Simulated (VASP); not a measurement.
# AgCl (I4mm) in VASP: further runs

AgCl is run at these levels: PBE; tasks: single point, relaxation of cell and atoms.

Everything below comes from runs of VASP 6.6.1. Logs are shortened: lines on timing, memory, paths and dates and some standing lists are left out, and cuts for length are marked.

**1. The cell of the first run**

The structure is tetragonal, space group I4mm (No. 107). The conventional cell has a = 3.971 Å, b = 3.971 Å, c = 5.405 Å, α = 90.00°, β = 90.00°, γ = 90.00°. Within 2.8 Å of Ag (site symmetry 4mm) lie 1 Cl at 2.10 Å. Cl (site symmetry 4mm) has 1 Ag at 2.10 Å within 2.8 Å.

**2. Single point, PBE**

The input, INCAR:

```
PREC = Accurate
ENCUT = 520
EDIFF = 1E-7
ISMEAR = 0
SIGMA = 0.1
LREAL = False
LASPH = True
NELM = 100
ALGO = Normal
ISIF = 2
LWAVE = False
LCHARG = False
GGA = PE
NBANDS = 16
```

The input, KPOINTS:

```
Automatic mesh
0
Gamma
  6 6 6
```

The input, POSCAR:

```
AgCl
1.0
   -1.9853914300      1.9853914300      2.7024536600
    1.9853914300     -1.9853914300      2.7024536600
    1.9853914300      1.9853914300     -2.7024536600
Ag Cl
1 1
Direct
    0.0559029400      0.0559029400      0.0000000000
    0.4440970600      0.4440970600      0.0000000000
```

Potentials or basis: VASP PAW PBE potentials, release 64 (Ag, Cl).

The run is started by

```bash
$ cat potpaw_PBE.64/Ag/POTCAR potpaw_PBE.64/Cl/POTCAR > POTCAR
$ mpirun -np 1 vasp_std > vasp.out
```

OUTCAR:

```text
PREC = Accurate
   ENCUT = 520
   EDIFF = 1E-7
   ISMEAR = 0
   LREAL = False
   LASPH = True
   NELM = 100
   ISIF = 2
   GGA = PE

 ion  position               nearest neighbor table
   1  0.056  0.056  0.000-   2 2.10   2 2.87   2 2.87   2 2.87   2 2.87
   2  0.444  0.444  0.000-   1 2.10   1 2.87   1 2.87   1 2.87   1 2.87

  LATTYP: Found a body centered tetragonal cell.
 ALAT       =     3.9707828600
 C/A-ratio  =     1.3611691978

  Lattice vectors:

 A1 = (  -1.9853914300,   1.9853914300,   2.7024536600)
 A2 = (   1.9853914300,  -1.9853914300,   2.7024536600)
 A3 = (   1.9853914300,   1.9853914300,  -2.7024536600)

Analysis of symmetry for initial positions (statically):
=====================================================================
 Subroutine PRICEL returns:
 Original cell was already a primitive cell.

 Routine SETGRP: Setting up the symmetry group for a
 body centered tetragonal supercell.

 Subroutine GETGRP returns: Found  8 space group operations
 (whereof  8 operations were pure point group operations)
 out of a pool of 16 trial point group operations.

The static configuration has the point symmetry C_4v.

Analysis of symmetry for dynamics (positions and initial velocities):
=====================================================================
 Subroutine PRICEL returns:
 Original cell was already a primitive cell.

 Routine SETGRP: Setting up the symmetry group for a
 body centered tetragonal supercell.

 Subroutine GETGRP returns: Found  8 space group operations
 (whereof  8 operations were pure point group operations)
 out of a pool of 16 trial point group operations.

The dynamic configuration has the point symmetry C_4v.

 Subroutine INISYM returns: Found  8 space group operations
 (whereof  8 operations are pure point group operations),
 and found     1 'primitive' translations

----------------------------------------------------------------------------------------

                                     Primitive cell

  volume of cell :      42.6099

  direct lattice vectors                    reciprocal lattice vectors
    -1.985391430  1.985391430  2.702453660     0.000000000  0.251839508  0.185017049
     1.985391430 -1.985391430  2.702453660     0.251839508  0.000000000  0.185017049
     1.985391430  1.985391430 -2.702453660     0.251839508  0.251839508  0.000000000

[... 81 lines left out ...]
   ENCUT  =  520.0 eV  38.22 Ry    6.18 a.u.   7.25  7.25  7.25*2*pi/ulx,y,z
   NELM   =    100;   NELMIN=  2; NELMDL= -5     # of ELM steps
   EDIFF  = 0.1E-06   stopping-criterion for ELM
   LREAL  =      F    real-space projection
   EDIFFG = 0.1E-05   stopping-criterion for IOM
   NSW    =      0    number of steps for IOM
   IBRION =     -1    ionic relax: 0-MD 1-quasi-New 2-CG
   NFREE  =      0    steps in history (QN), initial steepest desc. (CG)
   ISIF   =      2    stress and relaxation
   ISYM   =      2    0-nonsym 1-usesym 2-fastsym
   POTIM  = 0.5000    time-step for ionic-motion
   TEBEG  =    0.0;   TEEND  =   0.0 temperature during run
   PSTRESS=    0.0 pullay stress
   NELECT =      18.0000    total number of electrons
   NUPDOWN=      -1.0000    fix difference up-down
   EMIN   =  10.00;   EMAX   =-10.00  energy-range for DOS
   EFERMI =   0.00;   METHOD = LEGACY
   ISMEAR =     0;   SIGMA  =   0.10  broadening in eV -4-tet -1-fermi 0-gaus
   EFERMI_NEDOS =   21; number of points for ismear=-14 and -15
   IALGO  =     38    algorithm
   IMIX   =      4    mixing-type and parameters
     AMIX     =   0.40;   BMIX     =  1.00
     AMIX_MAG =   1.60;   BMIX_MAG =  1.00
  volume/ion in A,a.u.               =      21.30       143.77
  Fermi-wavevector in a.u.,A,eV,Ry     =   1.228369  2.321281 20.529698  1.508890
  Thomas-Fermi vector in A             =   2.363297
   LORBIT       =      0    0 simple, 1 ext, 2 COOP (PROOUT), +10 PAW based schemes
   GGA     = PE    functional components
   LHFCALC =     F    Hartree Fock is set to
   AEXX    =    0.0000 exact exchange contribution
   IVDW    =     0    specifies the selected vdW correction
   LEPSILON=     F    determine dielectric tensor
   LRPA    =     F    only Hartree local field effects (RPA)
 non-spin polarized calculation
 Gauss-broadening in eV      SIGMA  =   0.10
  energy-cutoff  :      520.00
  volume of cell :       42.61
 maximum number of plane-waves:      1171
 NGX is ok and might be reduce to    30
   NGX = 15   NGY = 15   NGZ = 15

 number of electron      17.9999998 magnetization

 Free energy of the ion-electron system (eV)
  ---------------------------------------------------
  ext. energy  EPLUGINS =         0.00000000
  ---------------------------------------------------
  free energy    TOTEN  =        -4.57659961 eV

  energy without entropy =       -4.57659961  energy(sigma->0) =       -4.57659961

 E-fermi :   4.3187     XC(G=0):  -9.8945

 val. band max:        3.8228336606   @ k =   0.3333  -0.0000   0.0000
 cond. band min:       5.1126903147   @ k =   0.0000   0.0000   0.0000
 fundamental gap:      1.2898566541
 Fermi energy:         4.3186765150

 k-point     1 :       0.0000    0.0000    0.0000
  band No.  band energies     occupation
      1     -11.6536      2.00000
      2      -1.1934      2.00000
      3      -0.1933      2.00000
      4      -0.1933      2.00000
      5       1.2823      2.00000
      6       1.2981      2.00000
[... 433 lines left out ...]
      3      -0.3617      2.00000
      4      -0.2021      2.00000
      5       1.2021      2.00000
      6       1.3965      2.00000
[... 8 lines left out ...]
     15      17.7405      0.00000
     16      18.7048      0.00000

 [... further k-points ...]

------------------------ aborting loop because EDIFF is reached ----------------------------------------

  FORCE on cell =-STRESS in cart. coord.  units (eV):
  Direction    XX          YY          ZZ          XY          YZ          ZX
  --------------------------------------------------------------------------------------
  -------------------------------------------------------------------------------------
  Total        0.5000746      0.5000746      9.9335602      0.0000000      0.0000000      0.0000000
  in kB       18.8033339     18.8033339    373.5123606      0.0000000      0.0000000      0.0000000
  external PRESSURE =     137.0396762 kB  Pullay stress =       0.0000000 kB

 VOLUME and BASIS-vectors are now :
 -----------------------------------------------------------------------------
  energy-cutoff  :      520.00
  volume of cell :       42.61
      direct lattice vectors                 reciprocal lattice vectors
    -1.985391430  1.985391430  2.702453660     0.000000000  0.251839508  0.185017049
     1.985391430 -1.985391430  2.702453660     0.251839508  0.000000000  0.185017049
     1.985391430  1.985391430 -2.702453660     0.251839508  0.251839508  0.000000000

 POSITION                                       TOTAL-FORCE (eV/Angst)
 -----------------------------------------------------------------------------------
      0.00000      0.00000      0.30215        -0.000000     -0.000000     -4.493768
      0.00000      0.00000      2.40030         0.000000      0.000000      4.493768
 -----------------------------------------------------------------------------------
    total drift:                               -0.000000     -0.000000      0.000285

  FREE ENERGIE OF THE ION-ELECTRON SYSTEM (eV)
  ---------------------------------------------------
  free  energy   TOTEN  =        -4.5765996093 eV

  energy  without entropy=       -4.5765996093  energy(sigma->0) =       -4.57659961
```

Wall time 9.9 s (1 thread of Intel Xeon 6975P-C (Granite Rapids), shared host); peak memory 0.17 GiB.

What came out:

| Quantity | Value |
| --- | --- |
| Free energy | -4.5766 eV |
| Pressure | 13.7 GPa |
| Largest force | 4.494 eV/Å |
| Band gap on the k mesh | 1.29 eV, indirect (least direct gap 1.71 eV) |

Forces on the atoms (eV/Å):
```
Ag   0.000  0.000 -4.494
Cl   0.000  0.000  4.494
```

Caveat: forces of over 1 eV/Å act on the atoms, so gaps and moduli don't describe the material at rest. A k mesh can miss the band edges.

**3. Relaxation of cell and atoms, PBE**

The input, INCAR:

```
SYSTEM = AgCl
PREC = Accurate
ENCUT = 600
EDIFF = 1E-6
ISMEAR = 0
SIGMA = 0.1
LREAL = .FALSE.
LASPH = .TRUE.
NELM = 80
ALGO = Normal
ISIF = 3
LWAVE = .FALSE.
LCHARG = .FALSE.
GGA = PE
IBRION = 2
NSW = 90
EDIFFG = -0.04
```

The input, KPOINTS:

```
regular mesh
0
G
  6 6 6
  0 0 0
```

POSCAR is that of step 2.

Potentials or basis: VASP PAW PBE potentials, release 64 (Ag, Cl).

The run is started by

```bash
$ cat potpaw_PBE.64/Ag/POTCAR potpaw_PBE.64/Cl/POTCAR > POTCAR
$ mpirun -np 1 vasp_std > vasp.out
```

Wall time 40 s (1 thread of Intel Xeon 6975P-C (Granite Rapids), shared host); peak memory 0.2 GiB.

Results (log left out):

```
Free energy                            : -5.3889 eV
Relaxed volume                         : 22.76 Å³/atom
Relaxed cell                           : a = 4.103 Å, b = 4.103 Å, c = 4.103 Å, α = 124.01°, β = 124.01°, γ = 83.18°
Space group after relaxing (to 0.05 Å) : I4mm (No. 107)
Energy gained by relaxing              : 406.1 meV/atom
Ionic steps                            : 9
Pressure after relaxing                : 0.2 GPa
Largest force after relaxing           : 0.004 eV/Å
Band gap on the k mesh                 : 0.81 eV, indirect (least direct gap 2.02 eV)
```

Forces on the atoms (eV/Å):
```
Ag   0.000  0.000 -0.004
Cl   0.000  0.000  0.004
```

The path:
```csv
step,energy change (eV),largest force (eV/Å),pressure (GPa),volume (Å³)
1,0.0000,4.4922,13.73,42.61
2,-0.6762,0.0619,-4.11,54.13
3,-0.7814,0.0838,-1.90,48.32
4,-0.7814,0.0997,-1.80,48.20
5,-0.8018,0.0975,-0.78,46.60
6,-0.8085,0.0893,0.37,45.20
7,-0.8085,0.0885,0.41,45.14
8,-0.8110,0.0458,0.30,45.31
9,-0.8122,0.0038,0.17,45.52
```

Final structure:
```xyz
2
Lattice="-1.9257 1.9257 3.0685 1.9257 -1.9257 3.0685 1.9257 1.9257 -3.0685" Properties=species:S:1:pos:R:3 pbc="T T T"
Ag    0.0000    0.0000    0.1750
Cl    0.0000    0.0000    2.8935
```

Levels at points of the mesh, in eV from the valence-band top:
| k point | band 5 | band 6 | band 7 | band 8 | band 9 | band 10 | band 11 | band 12 | band 13 |
| --- | --- | --- | --- | --- | --- | --- | --- | --- | --- |
| (0.00, 0.00, 0.00) | -2.58 | -2.38 | -1.78 | -1.78 | -1.21 | 0.81 | 10.20 | 10.46 | 10.46 |
| (0.50, 0.00, 0.00) | -2.15 | -2.12 | -1.84 | -0.65 | 0.00 | 4.24 | 6.13 | 7.43 | 8.21 |
| (0.50, 0.50, 0.00) | -2.19 | -2.07 | -2.00 | -1.96 | -1.62 | 2.40 | 7.32 | 8.62 | 10.21 |
| (0.50, 0.50, 0.50) | -2.77 | -2.28 | -2.03 | -2.03 | -2.02 | 2.49 | 7.62 | 8.36 | 11.66 |
